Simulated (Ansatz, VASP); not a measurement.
## One calculation of CsCl, two programs

Contents of INCAR:

```
SYSTEM = CsCl
PREC = Accurate ; ENCUT = 500
EDIFF = 1E-6 ; ISMEAR = -1
SIGMA = 0.03 ; LREAL = .FALSE.
LASPH = .TRUE. ; NELM = 120
ALGO = Normal ; ISIF = 2
LWAVE = .FALSE. ; LCHARG = .TRUE.
GGA = PS ; LELF = .TRUE.
LVHAR = .TRUE. ; NBANDS = 15
GGA_COMPAT = .FALSE.
```

Contents of KPOINTS:

```
Automatic mesh
0
G
  6 6 6
  0 0 0
```

Contents of POSCAR:

```
CsCl
1.0
    4.0672769530      0.0000000000      0.0000000000
    0.0000000000      4.0672769530      0.0000000000
    0.0000000000      0.0000000000      4.0672769530
Cs Cl
1 1
Direct
    0.0000000000      0.0000000000      0.0000000000
    0.5000000000      0.5000000000      0.5000000000
```

Input for Ansatz:

```yaml
crystal:
  lattice:
    - [4.067276953, 0.0, 0.0]
    - [0.0, 4.067276953, 0.0]
    - [0.0, 0.0, 4.067276953]
  atoms:
    - { symbol: Cs, position: [0.0, 0.0, 0.0] }
    - { symbol: Cl, position: [0.5, 0.5, 0.5] }
kpoints:
  mp_grid: { grid: [6, 6, 6] }
  band_path:
    path:
      - [0.0, 0.0, 0.0]
      - [0.0, 0.5, 0.0]
      - [0.5, 0.5, 0.0]
      - [0.0, 0.0, 0.0]
      - [0.5, 0.5, 0.5]
      - [0.0, 0.5, 0.0]
      - [0.5, 0.5, 0.5]
      - [0.5, 0.5, 0.0]
    npoints: 5
scf:
  occupations: { method: fermi_dirac, width: 0.03 }
hamiltonian:
  xc: pbesol
  pseudopotentials: { kind: all_electron, lapw: { basis_error: 0.001 } }
output:
  forces: true
  stress: true
  eigenvalues: true
```

Change from the starting cell: volume scaled by 0.96.

Alike in both runs: task single point; functional PBEsol; k mesh 6 × 6 × 6; occupations fermi-dirac, width 0.03 eV; no spin polarisation.

|  | VASP | Ansatz |
| --- | --- | --- |
| version | VASP 6.6.1 | Ansatz 0.2.0 |
| potentials or method | VASP PAW PBE potentials, release 64 (Cs_sv, Cl), cutoff 500 eV | all-electron LAPW, scalar-relativistic |

|  | VASP | Ansatz | Ansatz less VASP |
| --- | --- | --- | --- |
| gap on the k mesh at the Fermi level (eV) | 5.21 | 5.23 | +0.013 |
| pressure (GPa) | 0.1 | 0.0 | -0.04 |

VASP's potentials were made for PBE, not for PBEsol. Ansatz ran all-electron here, and VASP with PAW potentials.

Spin-orbit coupling is off throughout.
